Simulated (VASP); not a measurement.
**Os: density of states with PBE**

The system is Os.

```
Os
1.0
     0.00000    1.94500    1.94500
     1.94500    0.00000    1.94500
     1.94500    1.94500    0.00000
Os
1
Cartesian
  0.0000 0.0000 0.0000
```

- Program: VASP 6.6.1
- Task: density of states
- Functional: PBE
- Potentials or basis: VASP PAW PBE potentials, release 64 (Os)
- Cutoff: 520 eV
- k mesh: 14 × 14 × 14
- Occupations: gaussian, width 0.05 eV
- Spin: no spin polarisation
- Dipole correction: no
- k mesh for the DOS: 21 × 21 × 21
- Occupations for the DOS: tetrahedron
- Further INCAR settings: ALGO = Normal; EDIFF = 1e-06

The valence electrons inside the program's atomic spheres are Os 7.30.

Levels at points of the mesh, in eV from the Fermi level:
```csv
k point,band 1,band 2,band 3,band 4,band 5,band 6,band 7,band 8
"(0.00, 0.00, 0.00)",-10.38,-2.80,-2.80,-2.80,0.02,0.02,14.28,19.79
```

Wall time 11 s on 1 thread of Intel(R) Xeon(R) 6975P-C (Granite Rapids) (shared host), peak memory 0.15 GiB.

Caveat: spin-orbit coupling is left out, which moves the levels of the heavy elements.
